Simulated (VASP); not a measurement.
Here is a VASP 6.6.1 calculation.

INCAR

```
PREC = Accurate
ENCUT = 520
EDIFF = 1E-6
ISMEAR = 0
SIGMA = 0.15
LREAL = False
LASPH = True
NELM = 80
ALGO = Normal
ISIF = 2
LWAVE = False
LCHARG = True
GGA = CA
LELF = True
LVHAR = True
NBANDS = 24
```

File KPOINTS:

```
regular mesh
0
Gamma
  12 12 8
```

The input POSCAR:

```
CuAs
1.0
    3.6033000000      0.0000000000      0.0000000000
   -1.8016500000      3.1205493375      0.0000000000
    0.0000000000      0.0000000000      4.7285000000
Cu As
2 2
Direct
    0.0000000000      0.0000000000      0.5000000000
    0.0000000000      0.0000000000      0.0000000000
    0.6666666667      0.3333333333      0.7500000000
    0.3333333333      0.6666666667      0.2500000000
```

Potentials or basis: VASP PAW LDA potentials, release 64 (Cu, As).

The run is started by

```bash
$ cat potpaw_LDA.64/Cu/POTCAR potpaw_LDA.64/As/POTCAR > POTCAR
$ mpirun -np 1 vasp_std > vasp.out
```

(1) Estimate the pressure.

(2) Estimate the band gap on the k mesh.

Answers

(1) 21.8 GPa.

(2) zero (band 16 reaches 10.53 eV, above the bottom of band 17 at 8.01 eV).
